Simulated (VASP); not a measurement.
# BAs (F-43m) in VASP: notebook

BAs is run at these levels: LDA; tasks: single point.

Program: VASP 6.6.1. These are calculated values, not measurements. Logs are shortened: lines on timing, memory, paths and dates and some standing lists are left out, and cuts for length are marked.

**1. The cell of the first run**

The structure is cubic, space group F-43m (No. 216). The conventional cell has a = 4.712 Å, b = 4.712 Å, c = 4.712 Å, α = 90.00°, β = 90.00°, γ = 90.00°. As (site symmetry -43m) has 4 B at 2.04 Å within 2.7 Å. B (site symmetry -43m) has 4 As at 2.04 Å within 2.7 Å.

**2. Single point, LDA**

File INCAR:

```
SYSTEM = BAs
ALGO     = Normal         ! electronic algorithm
EDIFF    = 1E-6           ! SCF threshold, eV
ENCUT    = 560            ! plane-wave cutoff, eV
GGA      = CA             ! functional
GGA_COMPAT= .False.      
ISIF     = 2              ! what is computed and relaxed
ISMEAR   = -1             ! smearing method
LASPH    = .True.         ! aspherical terms in the spheres
LCHARG   = .True.         ! write CHGCAR
LELF     = .True.         ! ELF
LREAL    = .False.        ! projectors in reciprocal space
LVHAR    = .True.       
LWAVE    = .False.        ! write WAVECAR
NBANDS   = 16             ! bands
NELM     = 120            ! most SCF steps
PREC     = Accurate       ! precision mode
SIGMA    = 0.05           ! smearing width, eV
```

File KPOINTS:

```
k-points
0
Gamma
  10 10 10
  0 0 0
```

File POSCAR:

```
BAs
1.0
    0.0000000000      2.3562190158      2.3562190158
    2.3562190158      0.0000000000      2.3562190158
    2.3562190158      2.3562190158      0.0000000000
As B
1 1
Direct
    0.7500000000      0.7500000000      0.7500000000
    0.0000000000      0.0000000000      0.0000000000
```

Potentials or basis: VASP PAW LDA potentials, release 64 (As_d, B).

Run with:

```sh
cat potpaw_LDA.64/As_d/POTCAR potpaw_LDA.64/B/POTCAR > POTCAR
mpirun -np 1 vasp_std > vasp.out
```

OUTCAR:

```text
SYSTEM = BAs
   EDIFF = 1E-6
   ENCUT = 560
   GGA = CA
   ISIF = 2
   ISMEAR = -1
   LASPH = .True.
   LREAL = .False.
   NELM = 120
   PREC = Accurate

 ion  position               nearest neighbor table
   1  0.750  0.750  0.750-   2 2.04   2 2.04   2 2.04   2 2.04
   2  0.000  0.000  0.000-   1 2.04   1 2.04   1 2.04   1 2.04

  LATTYP: Found a face centered cubic cell.
 ALAT       =     4.7124380316

  Lattice vectors:

 A1 = (   0.0000000000,   2.3562190158,   2.3562190158)
 A2 = (   2.3562190158,   0.0000000000,   2.3562190158)
 A3 = (   2.3562190158,   2.3562190158,   0.0000000000)

Analysis of symmetry for initial positions (statically):
=====================================================================
 Subroutine PRICEL returns:
 Original cell was already a primitive cell.

 Routine SETGRP: Setting up the symmetry group for a
 face centered cubic supercell.

 Subroutine GETGRP returns: Found 24 space group operations
 (whereof 24 operations were pure point group operations)
 out of a pool of 48 trial point group operations.

The static configuration has the point symmetry T_d .

Analysis of symmetry for dynamics (positions and initial velocities):
=====================================================================
 Subroutine PRICEL returns:
 Original cell was already a primitive cell.

 Routine SETGRP: Setting up the symmetry group for a
 face centered cubic supercell.

 Subroutine GETGRP returns: Found 24 space group operations
 (whereof 24 operations were pure point group operations)
 out of a pool of 48 trial point group operations.

The dynamic configuration has the point symmetry T_d .

 Subroutine INISYM returns: Found 24 space group operations
 (whereof 24 operations are pure point group operations),
 and found     1 'primitive' translations

----------------------------------------------------------------------------------------

                                     Primitive cell

  volume of cell :      26.1624

  direct lattice vectors                    reciprocal lattice vectors
     0.000000000  2.356219016  2.356219016    -0.212204382  0.212204382  0.212204382
     2.356219016  0.000000000  2.356219016     0.212204382 -0.212204382  0.212204382
     2.356219016  2.356219016  0.000000000     0.212204382  0.212204382 -0.212204382

  length of vectors
     3.332196888  3.332196888  3.332196888     0.367548771  0.367548771  0.367548771

  position of ions in fractional coordinates (direct lattice)
     0.750000000  0.750000000  0.750000000
     0.000000000  0.000000000  0.000000000

  ion indices of the primitive-cell ions
   primitive index   ion index
                 1           1
                 2           2

----------------------------------------------------------------------------------------

 KPOINTS: k-points

Automatic generation of k-mesh.
 Grid dimensions read from file:
 generate k-points for:   10   10   10

 Generating k-lattice:

  Cartesian coordinates                     Fractional coordinates (reciprocal lattice)
    -0.021220438  0.021220438  0.021220438     0.100000000  0.000000000  0.000000000
     0.021220438 -0.021220438  0.021220438     0.000000000  0.100000000  0.000000000
     0.021220438  0.021220438 -0.021220438     0.000000000  0.000000000  0.100000000

  Length of vectors
     0.036754877  0.036754877  0.036754877

  Shift w.r.t. Gamma in fractional coordinates (k-lattice)
     0.000000000  0.000000000  0.000000000

 Subroutine IBZKPT returns following result:
 ===========================================

 Found     47 irreducible k-points:

 Following reciprocal coordinates:
            Coordinates               Weight
  0.000000  0.000000  0.000000      1.000000
  0.100000  0.000000  0.000000      8.000000
  0.200000  0.000000  0.000000      8.000000
  0.300000  0.000000  0.000000      8.000000
  0.400000  0.000000  0.000000      8.000000
  0.500000  0.000000  0.000000      4.000000
[... 16 lines left out ...]
  0.300000  0.300000  0.000000      6.000000
  0.400000  0.300000  0.000000     24.000000
 [... further k-points ...]
   k-points           NKPTS =     47   k-points in BZ     NKDIM =     47   number of bands    NBANDS=     16
   number of dos      NEDOS =    301   number of ions     NIONS =      2
   total plane-waves  NPLWV =  21952
   dimension x,y,z NGX =    28 NGY =   28 NGZ =   28
   dimension x,y,z NGXF=    56 NGYF=   56 NGZF=   56
   ions per type =               1   1
   NGX,Y,Z   is equivalent  to a cutoff of  13.97, 13.97, 13.97 a.u.
   NGXF,Y,Z  is equivalent  to a cutoff of  27.94, 27.94, 27.94 a.u.
 SYSTEM =  BAs
   PREC   = accura    normal or accurate (medium, high low for compatibility)
   ISTART =      0    job   : 0-new  1-cont  2-samecut
   ICHARG =      2    charge: 1-file 2-atom 10-const
   ISPIN  =      1    spin polarized calculation?
   LNONCOLLINEAR =      F non collinear calculations
   LSORBIT =      F    spin-orbit coupling
   LASPH  =      T    aspherical Exc in radial PAW
   ENCUT  =  560.0 eV  41.16 Ry    6.42 a.u.   6.43  6.43  6.43*2*pi/ulx,y,z
   NELM   =    120;   NELMIN=  2; NELMDL= -5     # of ELM steps
   EDIFF  = 0.1E-05   stopping-criterion for ELM
   LREAL  =      F    real-space projection
   EDIFFG = 0.1E-04   stopping-criterion for IOM
   NSW    =      0    number of steps for IOM
   IBRION =     -1    ionic relax: 0-MD 1-quasi-New 2-CG
   NFREE  =      0    steps in history (QN), initial steepest desc. (CG)
   ISIF   =      2    stress and relaxation
   ISYM   =      2    0-nonsym 1-usesym 2-fastsym
   POTIM  = 0.5000    time-step for ionic-motion
   TEBEG  =    0.0;   TEEND  =   0.0 temperature during run
   PSTRESS=    0.0 pullay stress
   NELECT =      18.0000    total number of electrons
   NUPDOWN=      -1.0000    fix difference up-down
   EMIN   =  10.00;   EMAX   =-10.00  energy-range for DOS
   EFERMI =   0.00;   METHOD = LEGACY
   ISMEAR =    -1;   SIGMA  =   0.05  broadening in eV -4-tet -1-fermi 0-gaus
   EFERMI_NEDOS =   21; number of points for ismear=-14 and -15
   IALGO  =     38    algorithm
   IMIX   =      4    mixing-type and parameters
     AMIX     =   0.40;   BMIX     =  1.00
     AMIX_MAG =   1.60;   BMIX_MAG =  1.00
  volume/ion in A,a.u.               =      13.08        88.28
  Fermi-wavevector in a.u.,A,eV,Ry     =   1.445240  2.731108 28.418748  2.088719
  Thomas-Fermi vector in A             =   2.563444
   LORBIT       =      0    0 simple, 1 ext, 2 COOP (PROOUT), +10 PAW based schemes
   GGA     = CA    functional components
   LHFCALC =     F    Hartree Fock is set to
   AEXX    =    0.0000 exact exchange contribution
   IVDW    =     0    specifies the selected vdW correction
   LEPSILON=     F    determine dielectric tensor
   LRPA    =     F    only Hartree local field effects (RPA)
 non-spin polarized calculation
  energy-cutoff  :      560.00
  volume of cell :       26.16
 maximum number of plane-waves:       804
 NGX is ok and might be reduce to    28
   NGX = 13   NGY = 13   NGZ = 13

 number of electron      17.9999998 magnetization

 Free energy of the ion-electron system (eV)
  ---------------------------------------------------
  ext. energy  EPLUGINS =         0.00000000
  ---------------------------------------------------
  free energy    TOTEN  =       -12.93962399 eV

  energy without entropy =      -12.93962380  energy(sigma->0) =      -12.93962390

 E-fermi :   5.7473     XC(G=0): -11.6344

 val. band max:        5.2195465832   @ k =   0.0000   0.0000   0.0000
 cond. band min:       6.3097133071   @ k =   0.4000   0.4000   0.0000
 fundamental gap:      1.0901667240
 Fermi energy:         5.7472722323

 k-point     1 :       0.0000    0.0000    0.0000
  band No.  band energies     occupation
      1     -30.7153      2.00000
      2     -30.7153      2.00000
      3     -30.7153      2.00000
      4     -30.6870      2.00000
      5     -30.6870      2.00000
      6     -10.5336      2.00000
[... 8 lines left out ...]
     15      18.6610      0.00000
     16      18.6610      0.00000

 k-point     2 :       0.1000    0.0000    0.0000
  band No.  band energies     occupation
      1     -30.7149      2.00000
      2     -30.7144      2.00000
      3     -30.7144      2.00000
      4     -30.6870      2.00000
      5     -30.6870      2.00000
      6     -10.3638      2.00000
[... 8 lines left out ...]
     15      17.3856      0.00000
     16      17.3856      0.00000

 k-point     3 :       0.2000    0.0000    0.0000
  band No.  band energies     occupation
      1     -30.7139      2.00000
      2     -30.7122      2.00000
      3     -30.7122      2.00000
      4     -30.6867      2.00000
      5     -30.6867      2.00000
      6      -9.8621      2.00000
[... 8 lines left out ...]
     15      16.6060      0.00000
     16      16.6060      0.00000

 k-point     4 :       0.3000    0.0000    0.0000
  band No.  band energies     occupation
      1     -30.7127      2.00000
      2     -30.7100      2.00000
      3     -30.7100      2.00000
      4     -30.6858      2.00000
      5     -30.6858      2.00000
      6      -9.0638      2.00000
[... 8 lines left out ...]
     15      17.0803      0.00000
     16      17.0803      0.00000
[... 324 lines left out ...]
 k-point    22 :      -0.2000    0.2000    0.0000
  band No.  band energies     occupation
      1     -30.7122      2.00000
      2     -30.7087      2.00000
      3     -30.7085      2.00000
      4     -30.6876      2.00000
      5     -30.6849      2.00000
      6      -8.7916      2.00000
[... 8 lines left out ...]
     15      17.9853      0.00000
     16      19.7019      0.00000

 k-point    23 :       0.3000    0.3000    0.0000
  band No.  band energies     occupation
      1     -30.7192      2.00000
      2     -30.7031      2.00000
      3     -30.7031      2.00000
      4     -30.6916      2.00000
      5     -30.6824      2.00000
      6      -8.5506      2.00000
[... 8 lines left out ...]
     15      20.5465      0.00000
     16      20.9377      0.00000

 k-point    24 :       0.4000    0.3000    0.0000
  band No.  band energies     occupation
      1     -30.7190      2.00000
      2     -30.7011      2.00000
      3     -30.7008      2.00000
      4     -30.6921      2.00000
      5     -30.6816      2.00000
      6      -7.7948      2.00000
[... 8 lines left out ...]
     15      21.3996      0.00000
     16      21.7097      0.00000

 [... further k-points ...]
[... 5 lines left out ...]
  --------------------------------------------------------------------------------------
  -------------------------------------------------------------------------------------
  Total        0.4825967      0.4825967      0.4825967      0.0000000      0.0000000     -0.0000000
  in kB       29.5541183     29.5541183     29.5541183      0.0000000      0.0000000     -0.0000000
  external PRESSURE =      29.5541183 kB  Pullay stress =       0.0000000 kB

 VOLUME and BASIS-vectors are now :
 -----------------------------------------------------------------------------
  energy-cutoff  :      560.00
  volume of cell :       26.16
      direct lattice vectors                 reciprocal lattice vectors
     0.000000000  2.356219016  2.356219016    -0.212204382  0.212204382  0.212204382
     2.356219016  0.000000000  2.356219016     0.212204382 -0.212204382  0.212204382
     2.356219016  2.356219016  0.000000000     0.212204382  0.212204382 -0.212204382

 POSITION                                       TOTAL-FORCE (eV/Angst)
 -----------------------------------------------------------------------------------
      3.53433      3.53433      3.53433         0.000000      0.000000      0.000000
      0.00000      0.00000      0.00000        -0.000000     -0.000000     -0.000000
 -----------------------------------------------------------------------------------
    total drift:                               -0.000001     -0.000001     -0.000001

  FREE ENERGIE OF THE ION-ELECTRON SYSTEM (eV)
  ---------------------------------------------------
  free  energy   TOTEN  =       -12.9396239933 eV

  energy  without entropy=      -12.9396238020  energy(sigma->0) =      -12.93962390
```

Wall time 24 s (1 thread of Intel Xeon Platinum 8259CL at 2.50GHz (Skylake/Cascade Lake), shared host); peak memory 0.15 GiB.

Results:

```yaml
Free_energy: -12.9396 eV
Pressure: 3.0 GPa
Band_gap_on_the_k_mesh: 1.09 eV (least direct gap 3.30 eV)
```

(Continued in part 2 of 2.)
